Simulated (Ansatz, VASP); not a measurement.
**Two plane-wave programs on Se**

```
Se
1.0
     2.81056    0.00000    0.00000
     0.00000    2.81056    0.00000
     0.00000    0.00000    3.09162
Se
1
Cartesian
  0.0000 0.0000 0.0000
```

Change from the starting cell: strain +0.1000 x Voigt [0, 0, 1, 0, 0, 0], atoms carried along.

Alike in both runs: task single point; functional LDA; k mesh 16 × 16 × 16; occupations gaussian, width 0.15 eV; no spin polarisation.

```csv
,VASP,Ansatz
version,VASP 6.6.1,Ansatz 0.2.0
potentials or method,"VASP PAW LDA potentials, release 64 (Se), cutoff 520 eV","scalar-relativistic, plane waves, PAW"
valence electrons in the cell,6,16
```

Ansatz gave:

| Item | Value |
| --- | --- |
| gap on the k mesh at the Fermi level (eV) | none |
| pressure (GPa) | -8.0 |
| traceless stress, the component that is largest in VASP (GPa) | 0.44 |

Task: Which values does VASP return?

Result: gap on the k mesh at the Fermi level (eV): none; pressure (GPa): -7.9; traceless stress, the component that is largest in VASP (GPa): 0.41.

LDA's correlation is that of Perdew and Zunger in VASP and of Perdew and Wang (1992) in Ansatz. A gap of «none» marks a metal or a gap that the smearing closes. VASP's potentials hold 6 valence electrons a cell and Ansatz's 16, so a difference there can come from the potentials and not from the codes.
